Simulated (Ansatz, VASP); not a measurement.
# Two plane-wave programs on NbN

```
Nb N
1.0
     6.25301    0.00000    0.00000
    -3.12650    5.41526    0.00000
     0.00000    0.00000   26.52035
Nb N
12 12
Direct
  0.16667 0.33333 0.30166
  0.16667 0.83333 0.30166
  0.66667 0.33333 0.30166
  0.66667 0.83333 0.30166
  0.50000 0.50000 0.39791
  0.50000 0.00000 0.39791
  0.00000 0.50000 0.39791
  0.00000 0.00000 0.39791
  0.85121 0.69577 0.50139
  0.84059 0.18062 0.48589
  0.34608 0.69575 0.50157
  0.34965 0.19778 0.50563
  0.33333 0.16667 0.34978
  0.33333 0.66667 0.34978
  0.83333 0.16667 0.34978
  0.83333 0.66667 0.34978
  0.65479 0.34201 0.44475
  0.65990 0.82001 0.44489
  0.18760 0.34201 0.44476
  0.16849 0.83678 0.44539
  0.00890 0.51693 0.52979
  0.01391 0.01536 0.53285
  0.51066 0.52061 0.53527
  0.50242 0.01553 0.53296
```

Alike in both runs: task single point; functional PBE; k mesh 4 × 4 × 1; occupations gaussian, width 0.1 eV; no spin polarisation.

```csv
,VASP,Ansatz
version,VASP 6.6.1,Ansatz 0.2.0
potentials or method,"VASP PAW PBE potentials, release 64 (Nb_sv, N), cutoff 520 eV","scalar-relativistic, plane waves, PAW"
valence electrons in the cell,216,216
```

```tsv
	VASP	Ansatz	Ansatz less VASP
gap on the k mesh at the Fermi level (eV)	none	none	-
rms of the force components (eV/Å)	0.406	0.404	-0.0023
```

A gap of «none» marks a metal or a gap that the smearing closes.
